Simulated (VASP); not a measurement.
# Mn2Al2Cu (P6/mmm) in VASP: a series of runs

The runs below take Mn2Al2Cu through single point, relaxation of cell and atoms, with PBE.

Program: VASP 6.6.1. These are calculated values, not measurements. Logs are shortened: lines on timing, memory, paths and dates and some standing lists are left out, and cuts for length are marked.

### 1 The cell of the first run

It takes space group P6/mmm (No. 191, hexagonal). Conventional cell: a = 3.621 Å, b = 3.621 Å, c = 8.236 Å, α = 90.00°, β = 90.00°, γ = 120.00°. Mn (site symmetry -6m2) has 3 Mn at 2.09 Å and 6 Al at 2.70 Å within 2.8 Å. Al (site symmetry 6mm) has 1 Cu at 2.42 Å and 6 Mn at 2.70 Å within 3.2 Å. Within 3.2 Å of Cu (site symmetry 6/mmm) lie 2 Al at 2.42 Å.

The cell was generated, and may not be a known phase.

### 2 Single point, PBE

INCAR

```
ALGO = Fast
EDIFF = 1E-6
ENCUT = 520
GGA = PE
ISIF = 2
ISMEAR = 0
LASPH = True
LCHARG = False
LREAL = False
LWAVE = False
NBANDS = 30
NELM = 100
PREC = Accurate
SIGMA = 0.1
```

KPOINTS

```
k-points
0
Gamma
  12 12 6
```

POSCAR

```
Mn2Al2Cu
1.0
    3.6210408038      0.0000000000      0.0000000000
   -1.8105204019      3.1359133242      0.0000000000
    0.0000000000      0.0000000000      8.2360241046
Mn Al Cu
2 2 1
Direct
    0.3333333333      0.6666666667      0.0000000000
    0.6666666667      0.3333333333      0.0000000000
    0.0000000000      0.0000000000      0.2066707745
    0.0000000000      0.0000000000      0.7933292255
    0.0000000000      0.0000000000      0.5000000000
```

Potentials or basis: VASP PAW PBE potentials, release 64 (Mn_pv, Al, Cu).

On the command line:

```sh
> cat potpaw_PBE.64/Mn_pv/POTCAR potpaw_PBE.64/Al/POTCAR potpaw_PBE.64/Cu/POTCAR > POTCAR
> mpirun -np 1 vasp_std > vasp.out
```

OUTCAR:

```text
EDIFF = 1E-6
   ENCUT = 520
   GGA = PE
   ISIF = 2
   ISMEAR = 0
   LASPH = True
   LREAL = False
   NELM = 100
   PREC = Accurate

 ion  position               nearest neighbor table
   1  0.333  0.667  0.000-   2 2.09   2 2.09   2 2.09   4 2.70   3 2.70   4 2.70   3 2.70   4 2.70
                             3 2.70
   2  0.667  0.333  0.000-   1 2.09   1 2.09   1 2.09   4 2.70   3 2.70   3 2.70   4 2.70   3 2.70
                             4 2.70
   3  0.000  0.000  0.207-   5 2.42   2 2.70   1 2.70   1 2.70   2 2.70   2 2.70   1 2.70
   4  0.000  0.000  0.793-   5 2.42   2 2.70   1 2.70   1 2.70   2 2.70   2 2.70   1 2.70
   5  0.000  0.000  0.500-   3 2.42   4 2.42

  LATTYP: Found a hexagonal cell.
 ALAT       =     3.6210408038
 C/A-ratio  =     2.2744908304

  Lattice vectors:

 A1 = (   3.6210408038,   0.0000000000,   0.0000000000)
 A2 = (  -1.8105204019,   3.1359133242,   0.0000000000)
 A3 = (   0.0000000000,   0.0000000000,   8.2360241046)

Analysis of symmetry for initial positions (statically):
=====================================================================
 Subroutine PRICEL returns:
 Original cell was already a primitive cell.

 Routine SETGRP: Setting up the symmetry group for a
 hexagonal supercell.

 Subroutine GETGRP returns: Found 24 space group operations
 (whereof 24 operations were pure point group operations)
 out of a pool of 24 trial point group operations.

The static configuration has the point symmetry D_6h.

Analysis of symmetry for dynamics (positions and initial velocities):
=====================================================================
 Subroutine PRICEL returns:
 Original cell was already a primitive cell.

 Routine SETGRP: Setting up the symmetry group for a
 hexagonal supercell.

 Subroutine GETGRP returns: Found 24 space group operations
 (whereof 24 operations were pure point group operations)
 out of a pool of 24 trial point group operations.

The dynamic configuration has the point symmetry D_6h.

 Subroutine INISYM returns: Found 24 space group operations
 (whereof 24 operations are pure point group operations),
 and found     1 'primitive' translations

----------------------------------------------------------------------------------------

                                     Primitive cell

  volume of cell :      93.5223

  direct lattice vectors                    reciprocal lattice vectors
     3.621040804  0.000000000  0.000000000     0.276163693  0.159443182  0.000000000
    -1.810520402  3.135913324  0.000000000     0.000000000  0.318886365  0.000000000
     0.000000000  0.000000000  8.236024105     0.000000000  0.000000000  0.121417809

  length of vectors
     3.621040804  3.621040804  8.236024105     0.318886365  0.318886365  0.121417809

  position of ions in fractional coordinates (direct lattice)
     0.333333333  0.666666667  0.000000000
     0.666666667  0.333333333  0.000000000
     0.000000000  0.000000000  0.206670774
     0.000000000  0.000000000  0.793329226
     0.000000000  0.000000000  0.500000000

  ion indices of the primitive-cell ions
   primitive index   ion index
                 1           1
                 2           2
                 3           3
                 4           4
                 5           5

----------------------------------------------------------------------------------------

 KPOINTS: k-points

Automatic generation of k-mesh.
 Grid dimensions read from file:
 generate k-points for:   12   12    6

 Generating k-lattice:

  Cartesian coordinates                     Fractional coordinates (reciprocal lattice)
     0.023013641  0.013286932  0.000000000     0.083333333  0.000000000  0.000000000
     0.000000000  0.026573864  0.000000000     0.000000000  0.083333333  0.000000000
     0.000000000  0.000000000  0.020236301     0.000000000  0.000000000  0.166666667

  Length of vectors
     0.026573864  0.026573864  0.020236301

  Shift w.r.t. Gamma in fractional coordinates (k-lattice)
     0.000000000  0.000000000  0.000000000

 Subroutine IBZKPT returns following result:
 ===========================================

 Found     76 irreducible k-points:

 Following reciprocal coordinates:
            Coordinates               Weight
  0.000000  0.000000  0.000000      1.000000
  0.083333  0.000000  0.000000      6.000000
  0.166667  0.000000  0.000000      6.000000
  0.250000  0.000000  0.000000      6.000000
  0.333333 -0.000000  0.000000      6.000000
  0.416667 -0.000000  0.000000      6.000000
[... 16 lines left out ...]
  0.250000  0.000000  0.166667     12.000000
  0.333333 -0.000000  0.166667     12.000000
 [... further k-points ...]
   k-points           NKPTS =     76   k-points in BZ     NKDIM =     76   number of bands    NBANDS=     30
   number of dos      NEDOS =    301   number of ions     NIONS =      5
   total plane-waves  NPLWV =  50176
   dimension x,y,z NGX =    28 NGY =   28 NGZ =   64
   dimension x,y,z NGXF=    56 NGYF=   56 NGZF=  128
   ions per type =               2   2   1
   NGX,Y,Z   is equivalent  to a cutoff of  12.86, 12.86, 12.92 a.u.
   NGXF,Y,Z  is equivalent  to a cutoff of  25.71, 25.71, 25.84 a.u.
 SYSTEM =  unknown system
   PREC   = accura    normal or accurate (medium, high low for compatibility)
   ISTART =      0    job   : 0-new  1-cont  2-samecut
   ICHARG =      2    charge: 1-file 2-atom 10-const
   ISPIN  =      1    spin polarized calculation?
   LNONCOLLINEAR =      F non collinear calculations
   LSORBIT =      F    spin-orbit coupling
   LASPH  =      T    aspherical Exc in radial PAW
   ENCUT  =  520.0 eV  38.22 Ry    6.18 a.u.   6.73  6.73 15.31*2*pi/ulx,y,z
   NELM   =    100;   NELMIN=  2; NELMDL= -5     # of ELM steps
   EDIFF  = 0.1E-05   stopping-criterion for ELM
   LREAL  =      F    real-space projection
   EDIFFG = 0.1E-04   stopping-criterion for IOM
   NSW    =      0    number of steps for IOM
   IBRION =     -1    ionic relax: 0-MD 1-quasi-New 2-CG
   NFREE  =      0    steps in history (QN), initial steepest desc. (CG)
   ISIF   =      2    stress and relaxation
   ISYM   =      2    0-nonsym 1-usesym 2-fastsym
   POTIM  = 0.5000    time-step for ionic-motion
   TEBEG  =    0.0;   TEEND  =   0.0 temperature during run
   PSTRESS=    0.0 pullay stress
   NELECT =      43.0000    total number of electrons
   NUPDOWN=      -1.0000    fix difference up-down
   EMIN   =  10.00;   EMAX   =-10.00  energy-range for DOS
   EFERMI =   0.00;   METHOD = LEGACY
   ISMEAR =     0;   SIGMA  =   0.10  broadening in eV -4-tet -1-fermi 0-gaus
   EFERMI_NEDOS =   21; number of points for ismear=-14 and -15
   IALGO  =     68    algorithm
   IMIX   =      4    mixing-type and parameters
     AMIX     =   0.40;   BMIX     =  1.00
     AMIX_MAG =   1.60;   BMIX_MAG =  1.00
  volume/ion in A,a.u.               =      18.70       126.22
  Fermi-wavevector in a.u.,A,eV,Ry     =   1.263551  2.387764 21.722518  1.596560
  Thomas-Fermi vector in A             =   2.396902
   LORBIT       =      0    0 simple, 1 ext, 2 COOP (PROOUT), +10 PAW based schemes
   GGA     = PE    functional components
   LHFCALC =     F    Hartree Fock is set to
   AEXX    =    0.0000 exact exchange contribution
   IVDW    =     0    specifies the selected vdW correction
   LEPSILON=     F    determine dielectric tensor
   LRPA    =     F    only Hartree local field effects (RPA)
 non-spin polarized calculation
 RMM-DIIS sequential band-by-band and
 Gauss-broadening in eV      SIGMA  =   0.10
  energy-cutoff  :      520.00
  volume of cell :       93.52
 maximum number of plane-waves:      2551
 NGX is ok and might be reduce to    28
   NGX = 13   NGY = 13   NGZ = 31

 number of electron      42.9999971 magnetization

 Free energy of the ion-electron system (eV)
  ---------------------------------------------------
  ext. energy  EPLUGINS =         0.00000000
  ---------------------------------------------------
  free energy    TOTEN  =       -26.70104495 eV

  energy without entropy =      -26.67601822  energy(sigma->0) =      -26.68853158

 E-fermi :   4.7285     XC(G=0):  -9.9205

 val. band max:        4.7275139019   @ k =   0.3333   0.0833   0.1667
 cond. band min:       4.7359696875   @ k =   0.2500   0.1667   0.3333
 fundamental gap:      0.0084557856
 Fermi energy:         4.7284919477

 k-point     1 :       0.0000    0.0000    0.0000
  band No.  band energies     occupation
      1     -43.7762      2.00000
      2     -43.7762      2.00000
      3     -43.4184      2.00000
      4     -43.0891      2.00000
      5     -42.6397      2.00000
      6     -42.6397      2.00000
[... 22 lines left out ...]
     29      12.1193      0.00000
     30      12.4736      0.00000

 k-point     2 :       0.0833    0.0000    0.0000
  band No.  band energies     occupation
      1     -43.7839      2.00000
      2     -43.7626      2.00000
      3     -43.4134      2.00000
      4     -43.0941      2.00000
      5     -42.6541      2.00000
      6     -42.6314      2.00000
[... 22 lines left out ...]
     29      11.3843      0.00000
     30      11.9500      0.00000

 k-point     3 :       0.1667    0.0000    0.0000
  band No.  band energies     occupation
      1     -43.8044      2.00000
      2     -43.7235      2.00000
      3     -43.3990      2.00000
      4     -43.1086      2.00000
      5     -42.6954      2.00000
      6     -42.6094      2.00000
[... 22 lines left out ...]
     29      10.1144      0.00000
     30      11.5971      0.00000

 k-point     4 :       0.2500    0.0000    0.0000
  band No.  band energies     occupation
      1     -43.8311      2.00000
      2     -43.6647      2.00000
      3     -43.3765      2.00000
      4     -43.1312      2.00000
      5     -42.7574      2.00000
      6     -42.5804      2.00000
[... 616 lines left out ...]
     29      10.0476      0.00000
     30      11.4069      0.00000

 k-point    23 :       0.2500    0.0000    0.1667
  band No.  band energies     occupation
      1     -43.8311      2.00000
      2     -43.6647      2.00000
      3     -43.3765      2.00000
      4     -43.1312      2.00000
      5     -42.7574      2.00000
      6     -42.5804      2.00000
[... 22 lines left out ...]
     29      10.0298      0.00000
     30      10.4022      0.00000

 k-point    24 :       0.3333   -0.0000    0.1667
  band No.  band energies     occupation
      1     -43.8567      2.00000
      2     -43.5967      2.00000
      3     -43.3489      2.00000
      4     -43.1589      2.00000
      5     -42.8284      2.00000
      6     -42.5527      2.00000
[... 22 lines left out ...]
     29       9.0496      0.00000
     30      10.5290      0.00000

 [... further k-points ...]
[... 5 lines left out ...]
  --------------------------------------------------------------------------------------
  -------------------------------------------------------------------------------------
  Total        0.1742218      0.1742218      0.0517704      0.0000000      0.0000000      0.0000000
  in kB        2.9846816      2.9846816      0.8869052      0.0000000      0.0000000      0.0000000
  external PRESSURE =       2.2854228 kB  Pullay stress =       0.0000000 kB

 VOLUME and BASIS-vectors are now :
 -----------------------------------------------------------------------------
  energy-cutoff  :      520.00
  volume of cell :       93.52
      direct lattice vectors                 reciprocal lattice vectors
     3.621040804  0.000000000  0.000000000     0.276163693  0.159443182  0.000000000
    -1.810520402  3.135913324  0.000000000     0.000000000  0.318886365  0.000000000
     0.000000000  0.000000000  8.236024105     0.000000000  0.000000000  0.121417809

 POSITION                                       TOTAL-FORCE (eV/Angst)
 -----------------------------------------------------------------------------------
     -0.00000      2.09061      0.00000        -0.000000      0.000000     -0.000000
      1.81052      1.04530      0.00000         0.000000      0.000000      0.000000
      0.00000      0.00000      1.70215         0.000000     -0.000000     -0.024006
      0.00000      0.00000      6.53388         0.000000     -0.000000      0.024006
      0.00000      0.00000      4.11801         0.000000      0.000000      0.000000
 -----------------------------------------------------------------------------------
    total drift:                                0.000000     -0.000000     -0.000000

  FREE ENERGIE OF THE ION-ELECTRON SYSTEM (eV)
  ---------------------------------------------------
  free  energy   TOTEN  =       -26.7010449472 eV

  energy  without entropy=      -26.6760182189  energy(sigma->0) =      -26.68853158
```

Wall time 9 min (1 thread of Intel Xeon 8259CL, shared host); peak memory 0.36 GiB.

What came out:

| Quantity | Value |
| --- | --- |
| Free energy | -26.7010 eV |
| Pressure | 0.2 GPa |
| Largest force | 0.024 eV/Å |
| Band gap on the k mesh | zero (an odd number of electrons rules out a gap without spin polarisation) |

Forces on the atoms (eV/Å):
```
Mn   0.000  0.000  0.000
Mn   0.000  0.000  0.000
Al   0.000  0.000 -0.024
Al   0.000  0.000  0.024
Cu   0.000  0.000  0.000
```

Caveat: atoms lie so close that the PAW spheres overlap strongly, which falsifies energies and pressures; the run has no spin polarisation, though such a crystal can be magnetic. Spin polarisation is off, so any magnetic state and its effect on volume and gap are missing.

(Part 1 of 2 ends here.)

The gap in the log of VASP goes by the Fermi energy; the results here count the filled bands.